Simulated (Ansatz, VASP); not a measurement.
**One calculation of LiHF2, two programs**

```
Li H F
1.0
     1.44279    0.83299    4.45950
    -1.44279    0.83299    4.45950
     0.00000   -1.66599    4.45950
Li H F
1 1 2
Direct
  0.00000 0.00000 0.00000
  0.50000 0.50000 0.50000
  0.41251 0.41251 0.41251
  0.58749 0.58749 0.58749
```

Change from the starting cell: strain +0.000 along x and y, +0.030 along z, atoms carried along.

Alike in both runs: task single point; functional LDA; k mesh 9 × 9 × 9; occupations gaussian, width 0.05 eV; no spin polarisation.

|  | VASP | Ansatz |
| --- | --- | --- |
| version | VASP 6.6.1 | Ansatz 0.2.0 |
| potentials or method | VASP PAW LDA potentials, release 64 (Li_sv, H, F), cutoff 520 eV | scalar-relativistic, plane waves, PAW |
| valence electrons in the cell | 18 | 18 |

```tsv
	VASP	Ansatz	Ansatz less VASP
gap on the k mesh at the Fermi level (eV)	7.91	7.95	+0.037
least direct gap on the mesh (eV)	8.10	8.14	+0.037
rms of the force components (eV/Å)	0.235	0.271	+0.0365
```

LDA's correlation is that of Perdew and Zunger in VASP and of Perdew and Wang (1992) in Ansatz. Atom by atom the forces differ by 0.036 eV/Å (rms over components).

Noted on VASP's run: the cutoff is short for stress, so the pressure is rough.
